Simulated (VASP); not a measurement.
Wanted: the native input for a VASP 6.6.1 run.

* Task: single point
* Functional: LDA
* Potentials or basis: VASP PAW LDA potentials, release 64 (N)
* Cutoff: 520 eV
* k mesh: 7 × 7 × 2
* Occupations: gaussian, width 0.05 eV
* Spin: no spin polarisation
* Dipole correction: no
* Further INCAR settings: ALGO = Normal; EDIFF = 1e-06; NBANDS = 30

The structure of N lies in POSCAR:

```
N
1.0
   -3.5269202438      0.0000000000      0.0000000000
   -1.7634601219     -3.0544025283      0.0000000000
   -0.1469550102      0.2545335440     14.3505029787
N
8
Direct
    0.2607968545      0.4058698122      0.8704377462
    0.3004310721      0.3662355946      0.3948271353
    0.2671500507      0.3995166160      0.7941993922
    0.3067842682      0.3598823984      0.3185887812
    0.6535815142      0.6797518191      0.1570218298
    0.6139472966      0.7193860367      0.6326324407
    0.6599347104      0.6733986230      0.0807834757
    0.6203004928      0.7130328406      0.5563940867
```

This cell differs from its parent crystal: the part above a cut slid along it.

These files were run (other wordings do the same):

INCAR

```
ALGO = Normal
EDIFF = 1E-6
ENCUT = 520
ISIF = 2
ISMEAR = 0
LASPH = T
LCHARG = T
LELF = T
LREAL = F
LVHAR = T
LWAVE = F
NBANDS = 30
NELM = 60
PREC = Accurate
SIGMA = 0.05
```

KPOINTS

```
k-points
0
Gamma
  7 7 2
```

Potentials or basis: VASP PAW LDA potentials, release 64 (N).

Command:

```bash
$ cat potpaw_LDA.64/N/POTCAR > POTCAR
$ mpirun -np 1 vasp_std > vasp.out
```

Results of the run:

```yaml
Pressure: 2.1 GPa
Largest_force: 1.550 eV/Å
Band_gap_on_the_k_mesh: 6.52 eV (least direct gap 6.68 eV)
```

Caveat: the cell differs from its parent crystal (the part above a cut slid along it); the standard files for N, O and F lose accuracy on very short bonds; the stress differs along the axes, from -0 to 7 GPa; forces of over 1 eV/Å act on the atoms, so gaps and moduli don't describe the material at rest.

Run time: 110 s on 1 thread of Intel(R) Xeon(R) 6975P-C (Granite Rapids), with other jobs on the host, peak memory 0.3 GiB.
